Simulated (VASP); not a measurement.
Write the native input for VASP 6.6.1 that does the following.

```
Task                   : relaxation of cell and atoms
Functional             : BLYP
Dispersion             : D4
Potentials or basis    : VASP PAW PBE potentials, release 64 (In_d)
Cutoff                 : 600 eV
k mesh                 : 10 × 10 × 10
Occupations            : fermi-dirac, width 0.05 eV
Spin                   : no spin polarisation
Dipole correction      : no
Further INCAR settings : ALGO = Fast; EDIFF = 1e-06; IBRION = 2; EDIFFG = -0.01; NSW = 60; ISIF = 3
```

The structure of In lies in POSCAR:

```
In
1.0
   -1.8825252400      1.8825252400      1.8825252400
    1.8825252400     -1.8825252400      1.8825252400
    1.8825252400      1.8825252400     -1.8825252400
In
1
Direct
    0.0000000000      0.0000000000      0.0000000000
```

One way to write it, as run:

INCAR

```
PREC = Accurate
ENCUT = 600
EDIFF = 1E-6
ISMEAR = -1
SIGMA = 0.05
LREAL = False
LASPH = True
NELM = 100
ALGO = Fast
ISIF = 3
LWAVE = False
LCHARG = False
GGA = B5
ALDAX = 1.0
AGGAX = 1.0
AGGAC = 1.0
ALDAC = 0.0
IVDW = 13
VDW_S6 = 1.0
VDW_S8 = 2.34076671
VDW_A1 = 0.44488865
VDW_A2 = 4.0933009
IBRION = 2
NSW = 60
EDIFFG = -0.01
```

KPOINTS

```
regular mesh
0
Gamma
  10 10 10
```

Potentials or basis: VASP PAW PBE potentials, release 64 (In_d).

Command:

```sh
$ cat potpaw_PBE.64/In_d/POTCAR > POTCAR
$ mpirun -np 1 vasp_std > vasp.out
```

It gave:

```
Relaxed volume                         : 28.01 Å³/atom
Relaxed cell                           : a = 3.314 Å, b = 3.314 Å, c = 3.314 Å, α = 109.47°, β = 109.47°, γ = 109.47°
Space group after relaxing (to 0.05 Å) : Im-3m (No. 229)
Energy gained by relaxing              : 7.4 meV/atom
Ionic steps                            : 4
Pressure after relaxing                : 0.0 GPa
Dispersion energy per atom             : -0.615 eV
```

Caveat: the PAW data sets were made with another functional, which shifts forces and pressure a little; pairwise dispersion overbinds metals, which lowers pressure and volume.

Wall time 45 s on 1 thread of Intel(R) Xeon(R) 6975P-C (Granite Rapids) (shared host), peak memory 0.16 GiB.
